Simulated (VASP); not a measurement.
Crystal: SiC.

```
Si C
1.0
     1.57462   -4.15465    0.00000
     1.57462    4.15465    0.00000
     0.00000    0.00000    3.12796
Si C
2 2
Direct
  0.85400 0.14600 0.75000
  0.14600 0.85400 0.25000
  0.55000 0.45000 0.75000
  0.45000 0.55000 0.25000
```

| Property | Result |
| --- | --- |
| Program | VASP 6.6.1 |
| Task | relaxation of cell and atoms |
| Functional | PBE |
| Potentials or basis | VASP PAW PBE potentials, release 64 (Si, C) |
| Cutoff | 600 eV |
| k mesh | 6 × 6 × 6 |
| Occupations | gaussian, width 0.1 eV |
| Spin | no spin polarisation |

At the start: pressure 1.6 GPa; volume 10.23 Å³/atom.

Q: How do energy, volume and symmetry change on relaxing?

A: Over 73 steps the energy falls by 1532.0 meV/atom and the volume is 10.12 Å³/atom (-1.1 %); space group Cmcm (No. 63, to 0.05 Å).

Step by step:
```csv
step,energy change (eV),largest force (eV/Å),pressure (GPa),volume (Å³)
1,0.0000,0.6990,1.61,40.93
3,-2.0172,0.7142,-12.71,42.37
5,-3.1318,0.8390,2.67,42.06
7,-3.2301,0.1851,8.17,43.08
9,-3.3113,0.5161,0.03,47.00
11,-3.5474,0.9592,-3.18,51.95
13,-3.6361,1.0027,-6.46,53.85
15,-3.6592,0.9191,-8.31,54.82
17,-3.6743,0.9009,-8.65,55.09
19,-3.7138,0.7994,-10.26,56.29
21,-3.8063,0.7375,-8.89,56.12
23,-4.0739,0.5867,-1.81,55.33
25,-4.1071,0.5885,2.36,54.91
27,-4.1121,0.5853,1.91,55.02
29,-4.1516,0.5294,0.25,55.78
31,-4.1848,0.1376,-3.58,57.25
33,-4.1972,0.0562,-3.04,57.07
35,-4.2114,0.1921,-0.23,55.86
37,-4.2270,0.2366,-0.66,54.70
39,-4.2339,0.3137,-0.32,54.04
41,-4.3067,1.1969,3.72,50.13
43,-3.8323,4.9487,47.88,35.75
45,-4.2805,4.1347,20.52,42.00
47,-4.2819,4.1531,20.66,41.94
49,-4.2877,4.2340,21.26,41.67
51,-4.3043,4.5147,24.02,40.58
53,-4.3042,4.6557,26.63,39.74
55,-4.3528,4.5561,26.54,39.50
57,-4.5351,3.9404,26.94,38.43
59,-4.7007,2.4065,27.16,37.30
61,-5.2100,1.1629,7.18,40.00
63,-5.3684,1.4278,-8.25,42.93
65,-5.7385,1.3774,-8.79,42.65
67,-6.0986,0.6401,-2.72,40.82
69,-6.1242,0.1707,0.95,40.13
71,-6.1270,0.0623,0.29,40.27
73,-6.1281,0.0263,-0.31,40.49
```

Final structure:
```yaml
crystal:
  lattice:
    - [1.50738, -5.25766, 0.00000]
    - [1.50738, 5.25766, 0.00000]
    - [0.00000, 0.00000, 2.55450]
  atoms:
    - { symbol: Si, position: [0.83734, 0.16266, 0.75000] }
    - { symbol: Si, position: [0.16266, 0.83734, 0.25000] }
    - { symbol: C, position: [0.46161, 0.53839, 0.75000] }
    - { symbol: C, position: [0.53839, 0.46161, 0.25000] }
```
